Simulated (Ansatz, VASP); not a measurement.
# Ag in VASP and in Ansatz

```
Ag
1.0
     2.93000    0.00000    0.00000
    -1.46500    2.53745    0.00000
     0.00000    0.00000    4.93370
Ag
2
Direct
  0.33333 0.66667 0.25000
  0.66667 0.33333 0.75000
```

Change from the starting cell: z stretched by +3 %, ions relaxed.

Alike in both runs: functional PBE; k mesh 18 × 18 × 10; occupations fermi-dirac, width 0.05 eV; no spin polarisation.

Ansatz relaxed the structure, and its values are those at the end. VASP's run is a single point on that final structure, the one shown.

|  | VASP | Ansatz |
| --- | --- | --- |
| version | VASP 6.6.1 | Ansatz 0.2.0 |
| potentials or method | VASP PAW PBE potentials, release 64 (Ag) | plane-wave PAW, scalar-relativistic |
| plane-wave cutoff (eV) | 520 | 420 |
| valence electrons in the cell | 22 | 38 |

Ansatz gave:

| Item | Value |
| --- | --- |
| pressure (GPa) | -2.0 |

Problem. Which values does VASP return?

Solution. Pressure (GPa): -2.1.

VASP's potentials hold 22 valence electrons a cell and Ansatz's 38, so a difference there can come from the potentials and not from the codes. Ansatz's warnings: stress scf threshold loose.
